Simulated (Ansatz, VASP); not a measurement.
## GaN: VASP beside Ansatz

The input INCAR:

```
PREC = Accurate ; ENCUT = 520
EDIFF = 1E-6 ; ISMEAR = -1
SIGMA = 0.02 ; LREAL = False
LASPH = True ; NELM = 60
ALGO = Normal ; ISIF = 2
LWAVE = False ; LCHARG = True
GGA = PE ; LELF = True
LVHAR = True ; NBANDS = 16
```

File KPOINTS:

```
regular mesh
0
Gamma
  10 10 10
```

Contents of POSCAR:

```
GaN
1.0
    0.0000000000      2.2860602613      2.2081320503
    2.2860602613      0.0000000000      2.2081320503
    2.2860602613      2.2860602613      0.0000000000
Ga N
1 1
Direct
    0.0000000000      0.0000000000      0.0000000000
    0.2500000000      0.2500000000      0.2500000000
```

Input for Ansatz:

```yaml
crystal:
  lattice:
    - [0.0, 2.2860602613, 2.2081320503]
    - [2.2860602613, 0.0, 2.2081320503]
    - [2.2860602613, 2.2860602613, 0.0]
  atoms:
    - { symbol: Ga, position: [0.0, 0.0, 0.0] }
    - { symbol: "N", position: [0.25, 0.25, 0.25] }
kpoints:
  mp_grid: { grid: [10, 10, 10] }
  band_path:
    path:
      - [0.0, 0.0, 0.0]
      - [-0.5, -0.5, 0.0]
      - [-0.375, -0.375, 0.25]
      - [-0.375, 0.0, 0.375]
      - [0.0, 0.0, 0.5]
      - [-0.5, -0.25, 0.25]
    npoints: 1
hamiltonian:
  xc: pbe
scf:
  occupations: { method: fermi_dirac, width: 0.02 }
  n_extra_bands: 4
output:
  forces: true
  stress: true
  eigenvalues: true
```

Change from the starting cell: epitaxial_xy strain +1.7%.

Alike in both runs: task single point; functional PBE; k mesh 10 × 10 × 10; occupations fermi-dirac, width 0.02 eV; no spin polarisation.

|  | VASP | Ansatz |
| --- | --- | --- |
| version | VASP 6.6.1 | Ansatz 0.2.0 |
| potentials or method | VASP PAW PBE potentials, release 64 (Ga_d, N) | plane waves, PAW |
| plane-wave cutoff (eV) | 520 | 420 |
| valence electrons in the cell | 18 | 18 |

```tsv
	VASP	Ansatz	Ansatz less VASP
gap on the k mesh at the Fermi level (eV)	1.57	1.56	-0.008
pressure (GPa)	3.4	3.4	-0.08
traceless stress, the component that is largest in VASP (GPa)	2.58	2.57	-0.008
```
